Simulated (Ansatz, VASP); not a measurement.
## TiSi2 in VASP and in Ansatz

```xyz
48
Lattice="4.8081 8.2722 0.0000 4.8081 -8.2722 0.0000 -4.8081 0.0000 -8.5560" Properties=species:S:1:pos:R:3 pbc="T T T"
Ti    2.4041    0.0000    0.0000
Ti    1.2020    2.0680   -2.1390
Ti    0.0000    0.0000   -4.2780
Ti   -1.2020    2.0680   -6.4170
Ti    4.8081   -4.1361    0.0000
Ti    3.6061   -2.0680   -2.1390
Ti    2.4041   -4.1361   -4.2780
Ti    1.2020   -2.0680   -6.4170
Ti    4.8081    4.1361    0.0000
Ti    3.6061    6.2041   -2.1390
Ti    2.4041    4.1361   -4.2780
Ti    1.2020    6.2041   -6.4170
Ti    7.2122    0.0000    0.0000
Ti    6.0102    2.0680   -2.1390
Ti    4.8081    0.0000   -4.2780
Ti    3.6061    2.0680   -6.4170
Si    2.4041    2.7856    0.0000
Si    2.4041   -2.7856    0.0000
Si    1.2020   -3.4185   -2.1390
Si    1.2020   -0.7176   -2.1390
Si    0.0000    2.7856   -4.2780
Si    0.0000   -2.7856   -4.2780
Si   -1.2020   -3.4185   -6.4170
Si   -1.2020   -0.7176   -6.4170
Si    4.8081   -1.3504    0.0000
Si    4.8081   -6.9217    0.0000
Si    3.6061   -7.5546   -2.1390
Si    3.6061   -4.8537   -2.1390
Si    2.4041   -1.3504   -4.2780
Si    2.4041   -6.9217   -4.2780
Si    1.2020   -7.5546   -6.4170
Si    1.2020   -4.8537   -6.4170
Si    4.8081    6.9217    0.0000
Si    4.8081    1.3504    0.0000
Si    3.6061    0.7176   -2.1390
Si    3.6061    3.4185   -2.1390
Si    2.4041    6.9217   -4.2780
Si    2.4041    1.3504   -4.2780
Si    1.2020    0.7176   -6.4170
Si    1.2020    3.4185   -6.4170
Si    7.2122    2.7856    0.0000
Si    7.2122   -2.7856    0.0000
Si    6.0102   -3.4185   -2.1390
Si    6.0102   -0.7176   -2.1390
Si    4.8081    2.7856   -4.2780
Si    4.8081   -2.7856   -4.2780
Si    3.6061   -3.4185   -6.4170
Si    3.6061   -0.7176   -6.4170
```

Alike in both runs: task single point; functional PBE; k mesh 1 × 1 × 1; occupations methfessel-paxton of order 1, width 0.1 eV; no spin polarisation.

|  | VASP | Ansatz |
| --- | --- | --- |
| version | VASP 6.6.1 | Ansatz 0.2.0 |
| potentials or method | VASP PAW PBE potentials, release 64 (Ti_sv, Si), cutoff 520 eV | plane-wave PAW DFT |
| valence electrons in the cell | 320 | 320 |

|  | VASP | Ansatz | Ansatz less VASP |
| --- | --- | --- | --- |
| rms of the force components (eV/Å) | 0.278 | 0.279 | +0.0013 |

The k mesh is coarse, so the values compare programs but aren't converged.
